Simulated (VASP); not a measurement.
Input of a VASP 6.6.1 run:

Contents of INCAR:

```
ALGO     = Normal         # electronic algorithm
EDIFF    = 1E-7           # SCF threshold, eV
ENCUT    = 520            # plane-wave cutoff, eV
GGA      = PS             # functional
ISIF     = 2              # what is computed and relaxed
ISMEAR   = 0              # smearing method
LASPH    = T              # aspherical terms in the spheres
LCHARG   = T              # write CHGCAR
LELF     = T              # ELF
LREAL    = F              # projectors in reciprocal space
LVHAR    = T            
LWAVE    = F              # write WAVECAR
NBANDS   = 14             # bands
NELM     = 60             # most SCF steps
PREC     = Accurate       # precision mode
SIGMA    = 0.15           # smearing width, eV
```

The input KPOINTS:

```
k-points
0
Gamma
  14 14 14
```

POSCAR

```
TiAl
1.0
    3.1560751060      0.0000000000      0.0000000000
    0.0000000000      3.2719030624      0.0000000000
    0.0000000000      0.0000000000      3.1560751060
Ti Al
1 1
Direct
    0.0000000000      0.0000000000      0.0000000000
    0.5000000000      0.5000000000      0.5000000000
```

Potentials or basis: VASP PAW PBE potentials, release 64 (Ti_sv, Al).

Launch:

```sh
$ cat potpaw_PBE.64/Ti_sv/POTCAR potpaw_PBE.64/Al/POTCAR > POTCAR
$ mpirun -np 1 vasp_std > vasp.out
```

(1) What does it give for the pressure?

(2) Estimate the band gap on the k mesh.

## Answers

(1) -3.9 GPa.

(2) zero (an odd number of electrons rules out a gap without spin polarisation).

Caveat: the cell differs from its parent crystal (normal strain along x +0.0000, normal strain along y +0.0367); the cell stands under tension; the PAW data sets were made with another functional, which shifts forces and pressure a little.
